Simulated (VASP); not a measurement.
Here is a VASP 6.6.1 calculation.

The input INCAR:

```
SYSTEM = Mg
ALGO = Normal
EDIFF = 1E-6
ENCUT = 520
ISIF = 2
ISMEAR = 0
LASPH = .TRUE.
LCHARG = .TRUE.
LELF = .TRUE.
LREAL = .FALSE.
LVHAR = .TRUE.
LWAVE = .FALSE.
NBANDS = 7
NELM = 100
PREC = Accurate
SIGMA = 0.1
```

File KPOINTS:

```
k-points
0
G
  9 9 9
  0 0 0
```

File POSCAR:

```
Mg
1.0
    0.0000000000      2.2291934254      2.2291934254
    2.2291934254      0.0000000000      2.2291934254
    2.2291934254      2.2291934254      0.0000000000
Mg
1
Direct
    0.0000000000      0.0000000000      0.0000000000
```

Potentials or basis: VASP PAW LDA potentials, release 64 (Mg).

Launch:

```sh
$ cat potpaw_LDA.64/Mg/POTCAR > POTCAR
$ mpirun -np 1 vasp_std > vasp.out
```

Problem. Predict the pressure.

Solution. -1.0 GPa.

Problem. What does it give for the band gap on the k mesh?

Solution. Zero (band 1 reaches 3.26 eV, above the bottom of band 2 at 1.81 eV).
